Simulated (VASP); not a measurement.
# CdS (Hawleyite) (F-43m) in VASP: notebook, part 2 of 2

VASP 6.6.1. Earlier steps stand in the parts before.

### 3 Single point, LDA

INCAR

```
ALGO = Normal
EDIFF = 1E-6
ENCUT = 520
ISIF = 2
ISMEAR = 0
LASPH = True
LCHARG = False
LREAL = False
LWAVE = False
NBANDS = 16
NELM = 80
PREC = Accurate
SIGMA = 0.01
```

KPOINTS

```
k-points
0
Gamma
  8 8 8
```

POSCAR

```
CdS
1.0
    2.7718631311      2.7718631311      0.0000000000
   -2.7718631311      2.7718631311      0.0000000000
    0.0000000000      2.7718631311      2.7718631311
Cd S
1 1
Direct
    0.0000000000      0.0000000000      0.0000000000
    0.7500000000      0.2500000000      0.5000000000
```

Potentials or basis: VASP PAW LDA potentials, release 64 (Cd, S).

Run with:

```bash
$ cat potpaw_LDA.64/Cd/POTCAR potpaw_LDA.64/S/POTCAR > POTCAR
$ mpirun -np 1 vasp_std > vasp.out
```

OUTCAR:

```text
EDIFF = 1E-6
   ENCUT = 520
   ISIF = 2
   ISMEAR = 0
   LASPH = True
   LREAL = False
   NELM = 80
   PREC = Accurate

 ion  position               nearest neighbor table
   1  0.000  0.000  0.000-   2 2.40   2 2.40   2 2.40   2 2.40
   2  0.750  0.250  0.500-   1 2.40   1 2.40   1 2.40   1 2.40

  LATTYP: Found a face centered cubic cell.
 ALAT       =     5.5437262622

  Lattice vectors:

 A1 = (   0.0000000000,   2.7718631311,   2.7718631311)
 A2 = (   2.7718631311,   0.0000000000,   2.7718631311)
 A3 = (   2.7718631311,   2.7718631311,   0.0000000000)

Analysis of symmetry for initial positions (statically):
=====================================================================
 Subroutine PRICEL returns:
 Original cell was already a primitive cell.

 Routine SETGRP: Setting up the symmetry group for a
 face centered cubic supercell.

 Subroutine GETGRP returns: Found 24 space group operations
 (whereof 24 operations were pure point group operations)
 out of a pool of 48 trial point group operations.

The static configuration has the point symmetry T_d .

Analysis of symmetry for dynamics (positions and initial velocities):
[... 161 lines left out ...]

 val. band max:        2.6129878342   @ k =   0.0000   0.0000   0.0000
 cond. band min:       3.8202594517   @ k =   0.0000   0.0000   0.0000
 fundamental gap:      1.2072716175
 Fermi energy:         2.7413487928

 k-point     1 :       0.0000    0.0000    0.0000
  band No.  band energies     occupation
      1     -10.8268      2.00000
      2      -5.9011      2.00000
      3      -5.9011      2.00000
      4      -5.9011      2.00000
      5      -5.1785      2.00000
      6      -5.1785      2.00000
[... 433 lines left out ...]
      3      -5.6068      2.00000
      4      -5.2346      2.00000
      5      -5.1407      2.00000
      6      -4.4646      2.00000
[... 8 lines left out ...]
     15      15.0945      0.00000
     16      16.1903      0.00000

 [... further k-points ...]

------------------------ aborting loop because EDIFF is reached ----------------------------------------

  FORCE on cell =-STRESS in cart. coord.  units (eV):
  Direction    XX          YY          ZZ          XY          YZ          ZX
  --------------------------------------------------------------------------------------
  -------------------------------------------------------------------------------------
  Total        2.8854801      2.8854801      2.8854801     -0.0000000     -0.0000000     -0.0000000
  in kB      108.5383784    108.5383784    108.5383784     -0.0000000     -0.0000000     -0.0000000
  external PRESSURE =     108.5383784 kB  Pullay stress =       0.0000000 kB

 VOLUME and BASIS-vectors are now :
 -----------------------------------------------------------------------------
  energy-cutoff  :      520.00
  volume of cell :       42.59
      direct lattice vectors                 reciprocal lattice vectors
     2.771863131  2.771863131  0.000000000     0.180384087  0.180384087 -0.180384087
    -2.771863131  2.771863131  0.000000000    -0.180384087  0.180384087 -0.180384087
     0.000000000  2.771863131  2.771863131     0.000000000  0.000000000  0.360768174

 POSITION                                       TOTAL-FORCE (eV/Angst)
 -----------------------------------------------------------------------------------
      0.00000      0.00000      0.00000        -0.000000      0.000000      0.000000
      1.38593      4.15779      1.38593         0.000000     -0.000000     -0.000000
 -----------------------------------------------------------------------------------
    total drift:                               -0.000000      0.000000     -0.000000

  FREE ENERGIE OF THE ION-ELECTRON SYSTEM (eV)
  ---------------------------------------------------
  free  energy   TOTEN  =        -7.2406146436 eV

  energy  without entropy=       -7.2406146436  energy(sigma->0) =       -7.24061464
```

It took 27 s on 1 thread of Intel Xeon 8259CL, shared host; peak memory 0.16 GiB.

Results:

```yaml
Free_energy: -7.2406 eV
Pressure: 10.9 GPa
Band_gap_on_the_k_mesh: 1.21 eV, direct
```

LDA gaps usually lie below the measured ones, often by a third to a half.

### 4 Single point, LDA

This run uses another cell than the first one, of 21.91 Å³/atom, 1.029 times its volume.

INCAR

```
SYSTEM = CdS
  ALGO = Normal
  EDIFF = 1E-7
  ENCUT = 520
  ISIF = 2
  ISMEAR = 0
  LASPH = .TRUE.
  LCHARG = .FALSE.
  LREAL = .FALSE.
  LWAVE = .FALSE.
  NBANDS = 16
  NELM = 80
  PREC = Accurate
  SIGMA = 0.01
```

KPOINTS

```
k-points
0
G
  8 8 8
  0 0 0
```

POSCAR

```
CdS
1.0
    2.7982207688      2.7982207688      0.0000000000
   -2.7982207688      2.7982207688      0.0000000000
    0.0000000000      2.7982207688      2.7982207688
Cd S
1 1
Direct
    0.0000000000      0.0000000000      0.0000000000
    0.7500000000      0.2500000000      0.5000000000
```

Run with:

```bash
$ cat potpaw_LDA.64/Cd/POTCAR potpaw_LDA.64/S/POTCAR > POTCAR
$ mpirun -np 1 vasp_std > vasp.out
```

Wall time 32 s (1 thread of Intel Xeon 8259CL, shared host); peak memory 0.16 GiB.

It converged, with:

```yaml
Free_energy: -7.3119 eV
Pressure: 7.8 GPa
Band_gap_on_the_k_mesh: 1.15 eV, direct
```

Levels at points of the mesh, in eV from the valence-band top:
```
           k point  band 7  band 8  band 9  band 10  band 11  band 12
(0.00, 0.00, 0.00)    0.00    0.00    0.00     1.15     6.29     6.29
(0.50, 0.00, 0.00)   -5.35   -0.97   -0.97     2.94     6.81     6.81
(0.50, 0.50, 0.00)   -4.64   -2.40   -2.40     3.08     4.25     9.54
```

### 5 Single point, LDA

This run uses another cell than the first one, of 21.91 Å³/atom, 1.029 times its volume.

INCAR

```
ALGO     = Normal         # electronic algorithm
EDIFF    = 1E-7           # SCF threshold, eV
ENCUT    = 520            # plane-wave cutoff, eV
ISIF     = 2              # what is computed and relaxed
ISMEAR   = 0              # smearing method
LASPH    = T              # aspherical terms in the spheres
LCHARG   = F              # write CHGCAR
LREAL    = F              # projectors in reciprocal space
LWAVE    = F              # write WAVECAR
NBANDS   = 16             # bands
NELM     = 80             # most SCF steps
PREC     = Accurate       # precision mode
SIGMA    = 0.01           # smearing width, eV
```

KPOINTS

```
k-points
0
Gamma
  8 8 8
```

POSCAR is that of step 4.

Potentials or basis: VASP PAW LDA potentials, release 64 (Cd, S).

Run with:

```bash
$ cat potpaw_LDA.64/Cd/POTCAR potpaw_LDA.64/S/POTCAR > POTCAR
$ mpirun -np 1 vasp_std > vasp.out
```

OUTCAR:

```text
EDIFF = 1E-7
   ENCUT = 520
   ISIF = 2
   ISMEAR = 0
   LASPH = T
   LREAL = F
   NELM = 80
   PREC = Accurate

 ion  position               nearest neighbor table
   1  0.000  0.000  0.000-   2 2.42   2 2.42   2 2.42   2 2.42
   2  0.750  0.250  0.500-   1 2.42   1 2.42   1 2.42   1 2.42

  LATTYP: Found a face centered cubic cell.
 ALAT       =     5.5964415376

  Lattice vectors:

 A1 = (   0.0000000000,   2.7982207688,   2.7982207688)
 A2 = (   2.7982207688,   0.0000000000,   2.7982207688)
 A3 = (   2.7982207688,   2.7982207688,   0.0000000000)
[... 624 lines left out ...]
      3      -5.7633      2.00000
      4      -5.4152      2.00000
      5      -5.3300      2.00000
      6      -4.6950      2.00000
[... 8 lines left out ...]
     15      14.7373      0.00000
     16      15.7969      0.00000

 [... further k-points ...]
[... 5 lines left out ...]
  --------------------------------------------------------------------------------------
  -------------------------------------------------------------------------------------
  Total        2.1282383      2.1282383      2.1282383     -0.0000000     -0.0000000      0.0000000
  in kB       77.8134924     77.8134924     77.8134924     -0.0000000     -0.0000000      0.0000000
  external PRESSURE =      77.8134924 kB  Pullay stress =       0.0000000 kB

 VOLUME and BASIS-vectors are now :
 -----------------------------------------------------------------------------
  energy-cutoff  :      520.00
  volume of cell :       43.82
      direct lattice vectors                 reciprocal lattice vectors
     2.798220769  2.798220769  0.000000000     0.178684972  0.178684972 -0.178684972
    -2.798220769  2.798220769  0.000000000    -0.178684972  0.178684972 -0.178684972
     0.000000000  2.798220769  2.798220769     0.000000000  0.000000000  0.357369944

 POSITION                                       TOTAL-FORCE (eV/Angst)
 -----------------------------------------------------------------------------------
      0.00000      0.00000      0.00000        -0.000000      0.000000      0.000000
      1.39911      4.19733      1.39911         0.000000     -0.000000      0.000000
 -----------------------------------------------------------------------------------
    total drift:                               -0.000000     -0.000000      0.000000

  FREE ENERGIE OF THE ION-ELECTRON SYSTEM (eV)
  ---------------------------------------------------
  free  energy   TOTEN  =        -7.3119196062 eV

  energy  without entropy=       -7.3119196062  energy(sigma->0) =       -7.31191961
```

OSZICAR:

```text
N       E                     dE             d eps       ncg     rms          rms(c)
DAV:   1     0.113528732227E+03    0.11353E+03   -0.93634E+03   944   0.105E+03
DAV:   2    -0.359149040719E+01   -0.11712E+03   -0.11053E+03  1104   0.265E+02
DAV:   3    -0.781341165175E+01   -0.42219E+01   -0.42151E+01  1152   0.524E+01
DAV:   4    -0.783674186700E+01   -0.23330E-01   -0.23328E-01  1176   0.386E+00
DAV:   5    -0.783702483796E+01   -0.28297E-03   -0.28297E-03  1120   0.402E-01    0.107E+01
DAV:   6    -0.734708298251E+01    0.48994E+00   -0.75498E-01  1376   0.129E+01    0.814E+00
DAV:   7    -0.731679113662E+01    0.30292E-01   -0.19309E-01  1248   0.321E+00    0.341E+00
DAV:   8    -0.731237050932E+01    0.44206E-02   -0.22044E-02   976   0.197E+00    0.339E-01
DAV:   9    -0.731193599516E+01    0.43451E-03   -0.24622E-03  1160   0.829E-01    0.461E-02
DAV:  10    -0.731191444446E+01    0.21551E-04   -0.18066E-04  1152   0.196E-01    0.444E-02
DAV:  11    -0.731192170045E+01   -0.72560E-05   -0.37543E-05  1120   0.606E-02    0.148E-02
DAV:  12    -0.731191960362E+01    0.20968E-05   -0.10843E-05  1368   0.493E-02    0.858E-03
DAV:  13    -0.731191960624E+01   -0.26218E-08   -0.79886E-07  1032   0.983E-03
   1 F= -.73119196E+01 E0= -.73119196E+01  d E =-.263776E-38
```

It took 38 s on 1 thread of Intel Xeon 8259CL, shared host; peak memory 0.16 GiB.

Results:

| Item | Value |
| --- | --- |
| Free energy | -7.3119 eV |
| Pressure | 7.8 GPa |
| Band gap on the k mesh | 1.15 eV, direct |

As with any semilocal functional, this LDA gap is likely too small.
